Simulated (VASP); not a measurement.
A run of VASP 6.6.1 is set up as follows.

File POSCAR:

```
SrB
1.0
    0.0000000000      3.0603537204      3.0603537204
    3.0603537204      0.0000000000      3.0603537204
    3.0603537204      3.0603537204      0.0000000000
Sr B
1 1
Direct
    0.5000000000      0.5000000000      0.5000000000
    0.0000000000      0.0000000000      0.0000000000
```

The input INCAR.step1:

```
SYSTEM = SrB
PREC     = Accurate       ! precision mode
ENCUT    = 520            ! plane-wave cutoff, eV
ISMEAR   = 0              ! smearing method
SIGMA    = 0.05           ! smearing width, eV
LREAL    = .FALSE.        ! projectors in reciprocal space
LASPH    = .TRUE.         ! aspherical terms in the spheres
NELM     = 100            ! most SCF steps
NBANDS   = 14             ! bands
GGA      = PE             ! functional
ALGO     = Normal         ! electronic algorithm
EDIFF    = 1E-4           ! SCF threshold, eV
LWAVE    = .TRUE.         ! write WAVECAR
LCHARG   = .FALSE.        ! write CHGCAR
```

Contents of INCAR.step2:

```
SYSTEM = SrB
PREC     = Accurate       ! precision mode
ENCUT    = 520            ! plane-wave cutoff, eV
EDIFF    = 1E-6           ! SCF threshold, eV
ISMEAR   = 0              ! smearing method
SIGMA    = 0.05           ! smearing width, eV
LREAL    = .FALSE.        ! projectors in reciprocal space
LASPH    = .TRUE.         ! aspherical terms in the spheres
NELM     = 100            ! most SCF steps
ALGO     = Normal         ! electronic algorithm
ISIF     = 2              ! what is computed and relaxed
LWAVE    = .FALSE.        ! write WAVECAR
LCHARG   = .FALSE.        ! write CHGCAR
METAGGA  = R2SCAN         ! meta-GGA
LMIXTAU  = .TRUE.       
NBANDS   = 14             ! bands
ISTART   = 1
```

Contents of KPOINTS:

```
Automatic mesh
0
G
  10 10 10
  0 0 0
```

Potentials or basis: VASP PAW PBE potentials, release 64 (Sr_sv, B).

Launch:

```console
$ cat potpaw_PBE.64/Sr_sv/POTCAR potpaw_PBE.64/B/POTCAR > POTCAR
$ cp INCAR.step1 INCAR
$ mpirun -np 1 vasp_std > vasp.out
$ cp INCAR.step2 INCAR
$ mpirun -np 1 vasp_std > vasp.out
```

(1) Predict the pressure.

Answers

(1) -2.2 GPa.

Caveat: the PAW data sets were made with another functional, which shifts forces and pressure a little.
